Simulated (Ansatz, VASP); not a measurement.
Two plane-wave programs on AlN

POSCAR

```
AlN
1.0
    3.3770756797      0.0000000000      0.0000000000
   -1.6885378398      2.9246333291      0.0000000000
    0.0000000000      0.0000000000      4.2696929295
Al N
2 2
Direct
    0.6666666667      0.3333333333      0.2500000000
    0.3333333333      0.6666666667      0.7500000000
    0.6666666667      0.3333333333      0.7500000000
    0.3333333333      0.6666666667      0.2500000000
```

INCAR.step1

```
  ALGO = Normal
  EDIFF = 1E-4
  ENCUT = 520
  GGA = PE
  ISMEAR = -1
  LASPH = T
  LCHARG = F
  LREAL = F
  LWAVE = T
  NBANDS = 16
  NELM = 80
  PREC = Accurate
  SIGMA = 0.05
```

Contents of INCAR.step2:

```
  ALGO = Normal
  EDIFF = 1E-6
  ENCUT = 520
  ISIF = 2
  ISMEAR = -1
  ISTART = 1
  LASPH = T
  LCHARG = T
  LELF = T
  LMIXTAU = T
  LREAL = F
  LVHAR = T
  LWAVE = F
  METAGGA = R2SCAN
  NBANDS = 16
  NELM = 80
  PREC = Accurate
  SIGMA = 0.05
```

KPOINTS

```
k-points
0
Gamma
  9 9 7
```

The input input.yaml:

```yaml
crystal:
  lattice:
    - [3.3770756797, 0.0, 0.0]
    - [-1.6885378398, 2.9246333291, 0.0]
    - [0.0, 0.0, 4.2696929295]
  atoms:
    - { symbol: Al, position: [0.6666666667, 0.3333333333, 0.25] }
    - { symbol: Al, position: [0.3333333333, 0.6666666667, 0.75] }
    - { symbol: "N", position: [0.6666666667, 0.3333333333, 0.75] }
    - { symbol: "N", position: [0.3333333333, 0.6666666667, 0.25] }
hamiltonian:
  xc: r2scan
  pseudopotentials: { kind: paw }
kpoints:
  mp_grid: { grid: [9, 9, 7] }
scf:
  occupations: { method: fermi_dirac, width: 0.05 }
output:
  forces: true
  stress: true
  eigenvalues: true
```

Alike in both runs: task single point; functional r2SCAN; k mesh 9 × 9 × 7; occupations fermi-dirac, width 0.05 eV; no spin polarisation.

```csv
,VASP,Ansatz
version,VASP 6.6.1,Ansatz 0.2.0
potentials or method,"VASP PAW PBE potentials, release 64 (Al, N)",Ansatz PAW
plane-wave cutoff (eV),520,500
valence electrons in the cell,16,16
```

VASP gave:

```
gap on the k mesh at the Fermi level (eV)                     : 3.40
least direct gap on the mesh (eV)                             : 3.40
pressure (GPa)                                                : -16.3
traceless stress, the component that is largest in VASP (GPa) : 1.22
```

**Question.** Which values does Ansatz return?

**Answer.** gap on the k mesh at the Fermi level (eV): 3.37; least direct gap on the mesh (eV): 3.37; pressure (GPa): -15.8; traceless stress, the component that is largest in VASP (GPa): 1.40.

VASP's potentials were made for PBE, not for r2SCAN. With one functional, cell and mesh, what is left measures potentials, basis and numerics.

Noted on Ansatz's run: odd divisions of the mesh miss points on the zone boundary, where band edges often lie, so the gap on the mesh can be too wide.
